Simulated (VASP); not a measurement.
Wanted: the native input for a VASP 6.6.1 run.

| Item | Value |
| --- | --- |
| Task | single point |
| Functional | LDA |
| Potentials or basis | VASP PAW LDA potentials, release 64 (Al, N) |
| Cutoff | 520 eV |
| k mesh | 9 × 9 × 6 |
| Occupations | gaussian, width 0.05 eV |
| Spin | no spin polarisation |
| Dipole correction | no |
| Further INCAR settings | ALGO = Normal; EDIFF = 1e-06; NBANDS = 16 |

The structure of AlN lies in POSCAR:

```
AlN
1.0
    3.1195000000      0.0000000000      0.0000000000
   -1.5597500000      2.7015662471      0.0000000000
    0.0000000000      0.0000000000      5.5368000000
Al N
2 2
Direct
    0.3333333333      0.6666666667      0.0043162232
    0.6666666667      0.3333333333      0.5043162232
    0.3333333333      0.6666666667      0.3806837768
    0.6666666667      0.3333333333      0.8806837768
```

The input as run:

INCAR

```
  ALGO = Normal
  EDIFF = 1E-6
  ENCUT = 520
  ISIF = 2
  ISMEAR = 0
  LASPH = True
  LCHARG = True
  LELF = True
  LREAL = False
  LVHAR = True
  LWAVE = False
  NBANDS = 16
  NELM = 80
  PREC = Accurate
  SIGMA = 0.05
```

KPOINTS

```
k-points
0
Gamma
  9 9 6
```

Potentials or basis: VASP PAW LDA potentials, release 64 (Al, N).

The run is started by

```bash
$ cat potpaw_LDA.64/Al/POTCAR potpaw_LDA.64/N/POTCAR > POTCAR
$ mpirun -np 1 vasp_std > vasp.out
```

Results of the run:

| Property | Result |
| --- | --- |
| Pressure | -19.5 GPa |
| Largest force | 0.022 eV/Å |
| Band gap on the k mesh | 2.98 eV, direct |

It took 28 s on 1 thread of AMD EPYC 7R43 64-Core Processor (Zen 3) (shared host), peak memory 0.12 GiB.
